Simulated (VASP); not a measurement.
Cu2W, 6 atoms in the cell. Symmetry: I4/mcm, No. 140, tetragonal system. The conventional cell has a = 6.140 Å, b = 6.140 Å, c = 4.841 Å, α = 90.00°, β = 90.00°, γ = 90.00°. Within 3.4 Å of Cu (site symmetry m2m) lie 11 Cu at 2.46 to 3.35 Å and 4 W at 2.66 Å. Within 3.2 Å of W (site symmetry 422) lie 2 W at 2.42 Å and 8 Cu at 2.66 Å. The cell was built from a structure type or drawn by symmetry, and may not be a known phase.

```yaml
Program: VASP 6.6.1
Task: single point
Functional: PBE
Potentials_or_basis: VASP PAW PBE potentials, release 64 (Cu, W_sv)
Cutoff: 520 eV
k_mesh: 10 × 10 × 10
Occupations: gaussian, width 0.1 eV
Spin: no spin polarisation
Dipole_correction: no
Further_INCAR_settings: ALGO = Fast; EDIFF = 1e-07; NBANDS = 45
```

Potentials or basis: VASP PAW PBE potentials, release 64 (Cu, W_sv).

Command:

```console
$ cat potpaw_PBE.64/Cu/POTCAR potpaw_PBE.64/W_sv/POTCAR > POTCAR
$ mpirun -np 1 vasp_std > vasp.out
```

Hardware: 1 thread of AMD EPYC 7R13 Processor (Zen 3), on a shared host.

Question: How long does it take, and how much memory?

Answer: It took 12 min on 1 thread of AMD EPYC 7R13 Processor (Zen 3), with other jobs on the host, peak memory 0.45 GiB. Counts: scf iterations 22, k points 102.
